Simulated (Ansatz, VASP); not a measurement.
## CdH2O2 in VASP and in Ansatz

```
Cd H O
1.0
     3.41006    0.00000    0.00000
    -1.70503    2.95320    0.00000
     0.00000    0.00000    4.57333
Cd H O
1 2 2
Direct
  0.00000 0.00000 0.00000
  0.66667 0.33333 0.55096
  0.33333 0.66667 0.44904
  0.66667 0.33333 0.75937
  0.33333 0.66667 0.24063
```

Change from the starting cell: strain -0.030 along x and y, -0.015 along z, atoms carried along.

Alike in both runs: task single point; functional PBEsol; k mesh 9 × 9 × 6; occupations gaussian, width 0.05 eV; no spin polarisation.

|  | VASP | Ansatz |
| --- | --- | --- |
| version | VASP 6.6.1 | Ansatz 0.2.0 |
| potentials or method | VASP PAW PBE potentials, release 64 (Cd, H, O), cutoff 520 eV | scalar-relativistic, plane waves, PAW |
| valence electrons in the cell | 26 | 34 |

```csv
,VASP,Ansatz,Ansatz less VASP
gap on the k mesh at the Fermi level (eV),1.80,1.82,+0.016
least direct gap on the mesh (eV),2.13,2.14,+0.015
pressure (GPa),9.9,8.7,-1.23
"traceless stress, the component that is largest in VASP (GPa)",3.38,2.90,-0.481
rms of the force components (eV/Å),0.600,0.535,-0.0647
```

VASP's potentials were made for PBE, not for PBEsol. Atom by atom the forces differ by 0.067 eV/Å (rms over components). The functional is the same, so the differences come from potentials, cutoffs and numerics. VASP's potentials hold 26 valence electrons a cell and Ansatz's 34, so a difference there can come from the potentials and not from the codes.
